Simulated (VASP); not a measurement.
# Ta in VASP: notebook

Ta is run at these levels: PBE; tasks: single point.

Program: VASP 6.6.1. These are calculated values, not measurements. Logs are shortened: lines on timing, memory, paths and dates and some standing lists are left out, and cuts for length are marked.

### 1 The cell of the first run

Symmetry: Im-3m, No. 229, cubic system. The conventional cell has a = 3.303 Å, b = 3.303 Å, c = 3.303 Å, α = 90.00°, β = 90.00°, γ = 90.00°. Ta (site symmetry m-3m) has 14 Ta at 2.86 to 3.30 Å within 3.8 Å.

### 2 Single point, PBE

Contents of INCAR:

```
SYSTEM = Ta
PREC = Accurate
ENCUT = 520
EDIFF = 1E-6
ISMEAR = -1
SIGMA = 0.05
LREAL = .False.
LASPH = .True.
NELM = 60
ALGO = Normal
ISIF = 2
LWAVE = .False.
LCHARG = .False.
GGA = PE
NBANDS = 12
```

Contents of KPOINTS:

```
regular mesh
0
Gamma
  15 15 15
  0 0 0
```

Contents of POSCAR:

```
Ta
1.0
   -1.6512800000      1.6512800000      1.6512800000
    1.6512800000     -1.6512800000      1.6512800000
    1.6512800000      1.6512800000     -1.6512800000
Ta
1
Direct
    0.0000000000      0.0000000000      0.0000000000
```

Potentials or basis: VASP PAW PBE potentials, release 64 (Ta_pv).

Command:

```sh
$ cat potpaw_PBE.64/Ta_pv/POTCAR > POTCAR
$ mpirun -np 1 vasp_std > vasp.out
```

OUTCAR:

```text
SYSTEM = Ta
   PREC = Accurate
   ENCUT = 520
   EDIFF = 1E-6
   ISMEAR = -1
   LREAL = .False.
   LASPH = .True.
   NELM = 60
   ISIF = 2
   GGA = PE

 ion  position               nearest neighbor table
   1  0.000  0.000  0.000-

  LATTYP: Found a body centered cubic cell.
 ALAT       =     3.3025600000

  Lattice vectors:

 A1 = (  -1.6512800000,   1.6512800000,   1.6512800000)
 A2 = (   1.6512800000,  -1.6512800000,   1.6512800000)
 A3 = (   1.6512800000,   1.6512800000,  -1.6512800000)

Analysis of symmetry for initial positions (statically):
=====================================================================
 Subroutine PRICEL returns:
 Original cell was already a primitive cell.

 Routine SETGRP: Setting up the symmetry group for a
 body centered cubic supercell.

 Subroutine GETGRP returns: Found 48 space group operations
 (whereof 48 operations were pure point group operations)
 out of a pool of 48 trial point group operations.

The static configuration has the point symmetry O_h .

Analysis of symmetry for dynamics (positions and initial velocities):
=====================================================================
 Subroutine PRICEL returns:
 Original cell was already a primitive cell.

 Routine SETGRP: Setting up the symmetry group for a
 body centered cubic supercell.

 Subroutine GETGRP returns: Found 48 space group operations
 (whereof 48 operations were pure point group operations)
 out of a pool of 48 trial point group operations.

The dynamic configuration has the point symmetry O_h .

 Subroutine INISYM returns: Found 48 space group operations
 (whereof 48 operations are pure point group operations),
 and found     1 'primitive' translations

----------------------------------------------------------------------------------------

                                     Primitive cell

  volume of cell :      18.0104

  direct lattice vectors                    reciprocal lattice vectors
    -1.651280000  1.651280000  1.651280000     0.000000000  0.302795407  0.302795407
     1.651280000 -1.651280000  1.651280000     0.302795407  0.000000000  0.302795407
     1.651280000  1.651280000 -1.651280000     0.302795407  0.302795407  0.000000000

  length of vectors
     2.860100858  2.860100858  2.860100858     0.428217371  0.428217371  0.428217371

[... 76 lines left out ...]
   ENCUT  =  520.0 eV  38.22 Ry    6.18 a.u.   5.32  5.32  5.32*2*pi/ulx,y,z
   NELM   =     60;   NELMIN=  2; NELMDL= -5     # of ELM steps
   EDIFF  = 0.1E-05   stopping-criterion for ELM
   LREAL  =      F    real-space projection
   EDIFFG = 0.1E-04   stopping-criterion for IOM
   NSW    =      0    number of steps for IOM
   IBRION =     -1    ionic relax: 0-MD 1-quasi-New 2-CG
   NFREE  =      0    steps in history (QN), initial steepest desc. (CG)
   ISIF   =      2    stress and relaxation
   ISYM   =      2    0-nonsym 1-usesym 2-fastsym
   POTIM  = 0.5000    time-step for ionic-motion
   TEBEG  =    0.0;   TEEND  =   0.0 temperature during run
   PSTRESS=    0.0 pullay stress
   NELECT =      11.0000    total number of electrons
   NUPDOWN=      -1.0000    fix difference up-down
   EMIN   =  10.00;   EMAX   =-10.00  energy-range for DOS
   EFERMI =   0.00;   METHOD = LEGACY
   ISMEAR =    -1;   SIGMA  =   0.05  broadening in eV -4-tet -1-fermi 0-gaus
   EFERMI_NEDOS =   21; number of points for ismear=-14 and -15
   IALGO  =     38    algorithm
   IMIX   =      4    mixing-type and parameters
     AMIX     =   0.40;   BMIX     =  1.00
     AMIX_MAG =   1.60;   BMIX_MAG =  1.00
  volume/ion in A,a.u.               =      18.01       121.54
  Fermi-wavevector in a.u.,A,eV,Ry     =   1.388988  2.624806 26.249534  1.929286
  Thomas-Fermi vector in A             =   2.513061
   LORBIT       =      0    0 simple, 1 ext, 2 COOP (PROOUT), +10 PAW based schemes
   GGA     = PE    functional components
   LHFCALC =     F    Hartree Fock is set to
   AEXX    =    0.0000 exact exchange contribution
   IVDW    =     0    specifies the selected vdW correction
   LEPSILON=     F    determine dielectric tensor
   LRPA    =     F    only Hartree local field effects (RPA)
 non-spin polarized calculation
  energy-cutoff  :      520.00
  volume of cell :       18.01
 maximum number of plane-waves:       494
 NGX is ok and might be reduce to    24
   NGX = 11   NGY = 11   NGZ = 11

 number of electron      11.0000002 magnetization

 Free energy of the ion-electron system (eV)
  ---------------------------------------------------
  ext. energy  EPLUGINS =         0.00000000
  ---------------------------------------------------
  free energy    TOTEN  =       -11.81417843 eV

  energy without entropy =      -11.80362479  energy(sigma->0) =      -11.80890161

 E-fermi :   5.4889     XC(G=0): -12.6180

 val. band max:        5.4874028083   @ k =   0.3333   0.0000   0.0000
 cond. band min:       5.5174422360   @ k =   0.1333   0.0667   0.0000
 fundamental gap:      0.0300394277
 Fermi energy:         5.4889072337

 k-point     1 :       0.0000    0.0000    0.0000
  band No.  band energies     occupation
      1     -27.5819      2.00000
      2     -27.5819      2.00000
      3     -27.5819      2.00000
      4      -2.4299      2.00000
      5       6.2231      0.00000
      6       6.2231      0.00000
      7       6.2231      0.00000
      8       9.4963      0.00000
      9       9.4963      0.00000
     10      20.1886      0.00000
     11      20.4977      0.00000
     12      20.4977      0.00000
[... 331 lines left out ...]
 k-point    24 :       0.4000    0.2000    0.0000
  band No.  band energies     occupation
      1     -28.6149      2.00000
      2     -28.1295      2.00000
      3     -27.7022      2.00000
      4       2.2609      2.00000
      5       4.0993      2.00000
      6       5.5348      0.57055
      7       9.2377      0.00000
      8      10.6293      0.00000
      9      15.0096      0.00000
     10      15.4544      0.00000
     11      19.1189      0.00000
     12      20.1942      0.00000

 [... further k-points ...]
[... 5 lines left out ...]
  --------------------------------------------------------------------------------------
  -------------------------------------------------------------------------------------
  Total        0.3361611      0.3361611      0.3361611     -0.0000000      0.0000000      0.0000000
  in kB       29.9044539     29.9044539     29.9044539     -0.0000000      0.0000000      0.0000000
  external PRESSURE =      29.9044539 kB  Pullay stress =       0.0000000 kB

 VOLUME and BASIS-vectors are now :
 -----------------------------------------------------------------------------
  energy-cutoff  :      520.00
  volume of cell :       18.01
      direct lattice vectors                 reciprocal lattice vectors
    -1.651280000  1.651280000  1.651280000     0.000000000  0.302795407  0.302795407
     1.651280000 -1.651280000  1.651280000     0.302795407  0.000000000  0.302795407
     1.651280000  1.651280000 -1.651280000     0.302795407  0.302795407  0.000000000

 POSITION                                       TOTAL-FORCE (eV/Angst)
 -----------------------------------------------------------------------------------
      0.00000      0.00000      0.00000        -0.000000     -0.000000      0.000000
 -----------------------------------------------------------------------------------
    total drift:                                0.000000      0.000000      0.000000

  FREE ENERGIE OF THE ION-ELECTRON SYSTEM (eV)
  ---------------------------------------------------
  free  energy   TOTEN  =       -11.8141784312 eV

  energy  without entropy=      -11.8036247894  energy(sigma->0) =      -11.80890161
```

OSZICAR:

```text
N       E                     dE             d eps       ncg     rms          rms(c)
DAV:   1     0.612210858161E+02    0.61221E+02   -0.62096E+03  2892   0.879E+02
DAV:   2    -0.112156393017E+02   -0.72437E+02   -0.70687E+02  3236   0.245E+02
DAV:   3    -0.122724687988E+02   -0.10568E+01   -0.10435E+01  3444   0.276E+01
DAV:   4    -0.122751778647E+02   -0.27091E-02   -0.27089E-02  3232   0.157E+00
DAV:   5    -0.122751867607E+02   -0.88960E-05   -0.88960E-05  3444   0.848E-02    0.135E+01
DAV:   6    -0.119211062320E+02    0.35408E+00   -0.28572E-01  3412   0.578E+00    0.657E+00
DAV:   7    -0.118150381467E+02    0.10607E+00   -0.24845E-01  3296   0.504E+00    0.390E-01
DAV:   8    -0.118142003707E+02    0.83778E-03   -0.72959E-03  3176   0.715E-01    0.137E-01
DAV:   9    -0.118141856015E+02    0.14769E-04   -0.11931E-04  3312   0.116E-01    0.262E-02
DAV:  10    -0.118141783242E+02    0.72773E-05   -0.34894E-06  3228   0.206E-02    0.294E-03
DAV:  11    -0.118141784312E+02   -0.10699E-06   -0.19894E-07  1768   0.503E-03
   1 F= -.11814178E+02 E0= -.11808902E+02  d E =-.105536E-01
```

stdout:

```text
POSCAR found type information on POSCAR Ta
 POSCAR found :  1 types and       1 ions
 scaLAPACK will be used
 LDA part: xc-table for (Slater+PW92), standard interpolation
 POSCAR, INCAR and KPOINTS ok, starting setup
 FFT: planning ... GRIDC
 FFT: planning ... GRID_SOFT
 FFT: planning ... GRID
 WAVECAR not read
 entering main loop
```

It took 27 s on 1 thread of AMD EPYC 7R43 (Zen 3), shared host; peak memory 0.12 GiB.

What came out:

```yaml
Free_energy: -11.8142 eV
Pressure: 3.0 GPa
```

Caveat: spin-orbit coupling is left out, which moves the levels of the heavy elements.

### 3 Single point, PBE (z stretched by -1 % at fixed volume)

Contents of INCAR:

```
SYSTEM = Ta
  PREC = Accurate
  ENCUT = 520
  EDIFF = 1E-6
  ISMEAR = -1
  SIGMA = 0.05
  LREAL = .False.
  LASPH = .True.
  NELM = 80
  ALGO = Normal
  ISIF = 2
  LWAVE = .False.
  LCHARG = .False.
  GGA = PE
  NBANDS = 12
```

KPOINTS is that of step 2.

Contents of POSCAR:

```
Ta
1.0
   -1.6595988436      1.6595988436      1.6347672000
    1.6595988436     -1.6595988436      1.6347672000
    1.6595988436      1.6595988436     -1.6347672000
Ta
1
Direct
    0.0000000000      0.0000000000      0.0000000000
```

Potentials or basis: VASP PAW PBE potentials, release 64 (Ta_pv).

Command:

```sh
$ cat potpaw_PBE.64/Ta_pv/POTCAR > POTCAR
$ mpirun -np 1 vasp_std > vasp.out
```

Run time: 52 s. Hardware: 1 thread of AMD EPYC 7R43 (Zen 3), shared host; peak memory 0.15 GiB.

It converged, with:

```yaml
Free_energy: -11.8132 eV
Pressure: 3.0 GPa
```

Stress tensor (GPa, compression positive):
```
2.46 0.00 0.00
0.00 2.46 0.00
0.00 0.00 4.15
```

Levels at points of the mesh, in eV from the Fermi level:
```tsv
k point	band 4	band 5	band 6	band 7	band 8	band 9
(0.00, 0.00, 0.00)	-7.92	0.61	0.80	0.80	3.87	4.14
```

Caveat: spin-orbit coupling is left out, which moves the levels of the heavy elements.
